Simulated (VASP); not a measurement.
# ZnSe5 (P-62m) in VASP: a series of runs, part 3 of 3

VASP 6.6.1.

## 6. Relaxation of cell and atoms, PBE

This run uses another cell than the first one, of 21.61 Å³/atom, 0.987 times its volume.

INCAR

```
  PREC = Accurate
  ENCUT = 600
  EDIFF = 1E-6
  ISMEAR = 0
  SIGMA = 0.1
  LREAL = F
  LASPH = T
  NELM = 80
  ALGO = Normal
  ISIF = 3
  LWAVE = F
  LCHARG = F
  GGA = PE
  IBRION = 2
  NSW = 100
  EDIFFG = -0.01
```

KPOINTS

```
Automatic mesh
0
Gamma
  6 6 10
```

POSCAR

```
ZnSe5
1.0
    6.3881793428      0.0000000000      0.0000000000
   -3.1940896714      5.5323255948      0.0000000000
    0.0000000000      0.0000000000      3.6695323359
Zn Se
1 5
Direct
    0.0000000000      0.0000000000      0.5000000000
    0.6848394343      0.0000000000      0.0000000000
    0.6666666667      0.3333333333      0.5000000000
    0.3151605657      0.3151605657      0.0000000000
    0.3333333333      0.6666666667      0.5000000000
    0.0000000000      0.6848394343      0.0000000000
```

Potentials or basis: VASP PAW PBE potentials, release 64 (Zn, Se).

Run with:

```bash
cat potpaw_PBE.64/Zn/POTCAR potpaw_PBE.64/Se/POTCAR > POTCAR
mpirun -np 1 vasp_std > vasp.out
```

OUTCAR:

```text
PREC = Accurate
   ENCUT = 600
   EDIFF = 1E-6
   ISMEAR = 0
   LREAL = F
   LASPH = T
   NELM = 80
   ISIF = 3
   GGA = PE
   IBRION = 2
   NSW = 100
   EDIFFG = -0.01

 ion  position               nearest neighbor table
   1  0.000  0.000  0.500-   2 2.72   2 2.72   6 2.72   4 2.72   4 2.72   6 2.72
   2  0.685  0.000  0.000-   1 2.72   1 2.72
   3  0.667  0.333  0.500-
   4  0.315  0.315  0.000-   1 2.72   1 2.72
   5  0.333  0.667  0.500-
   6  0.000  0.685  0.000-   1 2.72   1 2.72

  LATTYP: Found a hexagonal cell.
 ALAT       =     6.3881793428
 C/A-ratio  =     0.5744253783

  Lattice vectors:

 A1 = (   6.3881793428,   0.0000000000,   0.0000000000)
 A2 = (  -3.1940896714,   5.5323255948,   0.0000000000)
 A3 = (   0.0000000000,   0.0000000000,   3.6695323359)

Analysis of symmetry for initial positions (statically):
=====================================================================
 Subroutine PRICEL returns:
 Original cell was already a primitive cell.

 Routine SETGRP: Setting up the symmetry group for a
 hexagonal supercell.

 Subroutine GETGRP returns: Found 12 space group operations
 (whereof 12 operations were pure point group operations)
 out of a pool of 24 trial point group operations.

The static configuration has the point symmetry D_3h.

Analysis of symmetry for dynamics (positions and initial velocities):
=====================================================================
 Subroutine PRICEL returns:
 Original cell was already a primitive cell.

 Routine SETGRP: Setting up the symmetry group for a
 hexagonal supercell.

 Subroutine GETGRP returns: Found 12 space group operations
 (whereof 12 operations were pure point group operations)
 out of a pool of 24 trial point group operations.

The dynamic configuration has the point symmetry D_3h.

 Subroutine INISYM returns: Found 12 space group operations
 (whereof 12 operations are pure point group operations),
 and found     1 'primitive' translations

----------------------------------------------------------------------------------------

                                     Primitive cell

  volume of cell :     129.6867

  direct lattice vectors                    reciprocal lattice vectors
     6.388179343  0.000000000  0.000000000     0.156539124  0.090377906  0.000000000
    -3.194089671  5.532325595  0.000000000     0.000000000  0.180755811  0.000000000
     0.000000000  0.000000000  3.669532336     0.000000000  0.000000000  0.272514290

  length of vectors
     6.388179343  6.388179343  3.669532336     0.180755811  0.180755811  0.272514290

  position of ions in fractional coordinates (direct lattice)
     0.000000000  0.000000000  0.500000000
     0.684839434  0.000000000  0.000000000
     0.666666667  0.333333333  0.500000000
     0.315160566  0.315160566  0.000000000
     0.333333333  0.666666667  0.500000000
     1.000000000  0.684839434  0.000000000

  ion indices of the primitive-cell ions
   primitive index   ion index
[... 29 lines left out ...]
 ===========================================

 Found     42 irreducible k-points:

 Following reciprocal coordinates:
            Coordinates               Weight
  0.000000  0.000000  0.000000      1.000000
  0.166667  0.000000  0.000000      6.000000
  0.333333  0.000000  0.000000      6.000000
  0.500000 -0.000000  0.000000      3.000000
  0.166667  0.166667  0.000000      6.000000
  0.333333  0.166667  0.000000     12.000000
[... 16 lines left out ...]
  0.166667  0.000000  0.300000     12.000000
  0.333333  0.000000  0.300000     12.000000
 [... further k-points ...]
   k-points           NKPTS =     42   k-points in BZ     NKDIM =     42   number of bands    NBANDS=     25
   number of dos      NEDOS =    301   number of ions     NIONS =      6
   total plane-waves  NPLWV =  87480
   dimension x,y,z NGX =    54 NGY =   54 NGZ =   30
   dimension x,y,z NGXF=   108 NGYF=  108 NGZF=   60
   ions per type =               1   5
   NGX,Y,Z   is equivalent  to a cutoff of  14.05, 14.05, 13.59 a.u.
   NGXF,Y,Z  is equivalent  to a cutoff of  28.11, 28.11, 27.18 a.u.
 SYSTEM =  unknown system
   PREC   = accura    normal or accurate (medium, high low for compatibility)
   ISTART =      0    job   : 0-new  1-cont  2-samecut
   ICHARG =      2    charge: 1-file 2-atom 10-const
   ISPIN  =      1    spin polarized calculation?
   LNONCOLLINEAR =      F non collinear calculations
   LSORBIT =      F    spin-orbit coupling
   LASPH  =      T    aspherical Exc in radial PAW
   ENCUT  =  600.0 eV  44.10 Ry    6.64 a.u.  12.76 12.76  7.33*2*pi/ulx,y,z
   NELM   =     80;   NELMIN=  2; NELMDL= -5     # of ELM steps
   EDIFF  = 0.1E-05   stopping-criterion for ELM
   LREAL  =      F    real-space projection
   EDIFFG = -.1E-01   stopping-criterion for IOM
   NSW    =    100    number of steps for IOM
   IBRION =      2    ionic relax: 0-MD 1-quasi-New 2-CG
   NFREE  =      1    steps in history (QN), initial steepest desc. (CG)
   ISIF   =      3    stress and relaxation
   ISYM   =      2    0-nonsym 1-usesym 2-fastsym
   POTIM  = 0.5000    time-step for ionic-motion
   TEBEG  =    0.0;   TEEND  =   0.0 temperature during run
   PSTRESS=    0.0 pullay stress
   NELECT =      42.0000    total number of electrons
   NUPDOWN=      -1.0000    fix difference up-down
   EMIN   =  10.00;   EMAX   =-10.00  energy-range for DOS
   EFERMI =   0.00;   METHOD = LEGACY
   ISMEAR =     0;   SIGMA  =   0.10  broadening in eV -4-tet -1-fermi 0-gaus
   EFERMI_NEDOS =   21; number of points for ismear=-14 and -15
   IALGO  =     38    algorithm
   IMIX   =      4    mixing-type and parameters
     AMIX     =   0.40;   BMIX     =  1.00
     AMIX_MAG =   1.60;   BMIX_MAG =  1.00
  volume/ion in A,a.u.               =      21.61       145.86
  Fermi-wavevector in a.u.,A,eV,Ry     =   1.124241  2.124507 17.196645  1.263918
  Thomas-Fermi vector in A             =   2.260912
   LORBIT       =      0    0 simple, 1 ext, 2 COOP (PROOUT), +10 PAW based schemes
   GGA     = PE    functional components
   LHFCALC =     F    Hartree Fock is set to
   AEXX    =    0.0000 exact exchange contribution
   IVDW    =     0    specifies the selected vdW correction
   LEPSILON=     F    determine dielectric tensor
   LRPA    =     F    only Hartree local field effects (RPA)
 conjugate gradient relaxation of ions
 non-spin polarized calculation
 Gauss-broadening in eV      SIGMA  =   0.10
  energy-cutoff  :      600.00
  volume of cell :      129.69
 maximum number of plane-waves:      4365
 NGX is ok and might be reduce to    54
   NGX = 25   NGY = 25   NGZ = 15

--------------------------------------- Ionic step        1  -------------------------------------------

 number of electron      41.9999999 magnetization

 Free energy of the ion-electron system (eV)
  ---------------------------------------------------
  ext. energy  EPLUGINS =         0.00000000
  ---------------------------------------------------
  free energy    TOTEN  =       -17.17562640 eV

  energy without entropy =      -17.15813287  energy(sigma->0) =      -17.16687964

------------------------ aborting loop because EDIFF is reached ----------------------------------------

  FORCE on cell =-STRESS in cart. coord.  units (eV):
  Direction    XX          YY          ZZ          XY          YZ          ZX
  --------------------------------------------------------------------------------------
  -------------------------------------------------------------------------------------
  Total        0.1460676      0.1460676     -0.0605467     -0.0000000      0.0000000      0.0000000
  in kB        1.8045497      1.8045497     -0.7480069     -0.0000000      0.0000000      0.0000000
  external PRESSURE =       0.9536975 kB  Pullay stress =       0.0000000 kB
[... 227 lines left out ...]
--------------------------------------- Ionic step        7  -------------------------------------------

 number of electron      42.0000002 magnetization

 Free energy of the ion-electron system (eV)
  ---------------------------------------------------
  ext. energy  EPLUGINS =         0.00000000
  ---------------------------------------------------
  free energy    TOTEN  =       -17.17898716 eV

  energy without entropy =      -17.16257961  energy(sigma->0) =      -17.17078338

 E-fermi :   4.2337     XC(G=0): -10.0614

 val. band max:        4.2330973594   @ k =   0.3333   0.1667   0.3000
 cond. band min:       4.2431919760   @ k =   0.3333   0.3333   0.3000
 fundamental gap:      0.0100946167
 Fermi energy:         4.2337152632

 k-point     1 :       0.0000    0.0000    0.0000
  band No.  band energies     occupation
      1     -11.4191      2.00000
      2      -9.1276      2.00000
      3      -8.9175      2.00000
      4      -8.9175      2.00000
      5      -7.0056      2.00000
      6      -2.6886      2.00000
[... 661 lines left out ...]
     24       5.3207      0.00000
     25       5.9821      0.00000

 [... further k-points ...]
[... 5 lines left out ...]
  --------------------------------------------------------------------------------------
  -------------------------------------------------------------------------------------
  Total       -0.0241811     -0.0241811     -0.0297263      0.0000000      0.0000000      0.0000000
  in kB       -0.2976294     -0.2976294     -0.3658822      0.0000000      0.0000000      0.0000000
  external PRESSURE =      -0.3203803 kB  Pullay stress =       0.0000000 kB
[... 21 lines left out ...]
  FREE ENERGIE OF THE ION-ELECTRON SYSTEM (eV)
  ---------------------------------------------------
  free  energy   TOTEN  =       -17.1789871573 eV

  energy  without entropy=      -17.1625796080  energy(sigma->0) =      -17.17078338

 reached required accuracy - stopping structural energy minimisation
```

Run time: 4.8 min. Hardware: 1 thread of Intel Xeon 6975P-C (Granite Rapids), shared host; peak memory 0.39 GiB.

What came out:

```yaml
Free_energy: -17.1790 eV
Relaxed_volume: 21.69 Å³/atom
Relaxed_cell: a = 6.402 Å, b = 6.402 Å, c = 3.667 Å, α = 90.00°, β = 90.00°, γ = 120.00°
Space_group_after_relaxing_to_0.05_Å: P-62m (No. 189)
Energy_gained_by_relaxing: 0.6 meV/atom
Ionic_steps: 7
Pressure_after_relaxing: 0.0 GPa
Band_gap_on_the_k_mesh: zero (band 21 reaches 4.94 eV, above the bottom of band 22 at 3.38 eV)
```

The path:
```tsv
step	energy change (eV)	largest force (eV/Å)	pressure (GPa)	volume (Å³)
1	0.0000	0.0756	0.10	129.69
2	-0.0010	0.0651	0.02	129.93
3	-0.0022	0.0380	-0.22	130.59
4	-0.0028	0.0214	-0.01	130.24
5	-0.0029	0.0160	0.06	130.13
6	-0.0032	0.0099	0.01	130.15
7	-0.0034	0.0016	-0.03	130.17
```

Final structure:
```yaml
crystal:
  lattice:
    - [6.40216, 0.00000, 0.00000]
    - [-3.20108, 5.54443, 0.00000]
    - [0.00000, 0.00000, 3.66713]
  atoms:
    - { symbol: Zn, position: [0.00000, 0.00000, 0.50000] }
    - { symbol: Se, position: [0.68066, 0.00000, 0.00000] }
    - { symbol: Se, position: [0.66667, 0.33333, 0.50000] }
    - { symbol: Se, position: [0.31934, 0.31934, 0.00000] }
    - { symbol: Se, position: [0.33333, 0.66667, 0.50000] }
    - { symbol: Se, position: [0.00000, 0.68066, 0.00000] }
```

## 7. The runs side by side

```tsv
task	cell	k mesh	cutoff (eV)	gap on the mesh (eV)	pressure (GPa)	relaxed volume (Å³/atom)	largest force (eV/Å)
single point	a = 6.498, b = 6.498, c = 3.591 Å, angles 90.0, 90.0, 120.0°, 6 atoms	3 × 3 × 4	520	none	-0.1	-	0.01
single point	a = 6.388, b = 6.388, c = 3.670 Å, angles 90.0, 90.0, 120.0°, 6 atoms	3 × 3 × 6	520	none	0.2	-	0.02
single point	a = 6.400, b = 6.400, c = 3.665 Å, angles 90.0, 90.0, 120.0°, 6 atoms	6 × 6 × 10	520	none	0.1	-	0.01
relaxation of cell and atoms	relaxed from a = 6.498, b = 6.498, c = 3.591 Å, angles 90.0, 90.0, 120.0°, 6 atoms	3 × 3 × 6	600	none	0.0	21.67	0.02
relaxation of cell and atoms	relaxed from a = 6.388, b = 6.388, c = 3.670 Å, angles 90.0, 90.0, 120.0°, 6 atoms	6 × 6 × 10	600	none	0.0	21.69	-
```

Alike in all rows: level PBE; potentials or basis VASP PAW PBE potentials, release 64 (Zn, Se); no spin polarisation; smearing gaussian 0.1 eV.

Caveats: some runs use coarse meshes.

Total energies depend on the potentials used, so only differences within one code and one set of settings carry meaning.
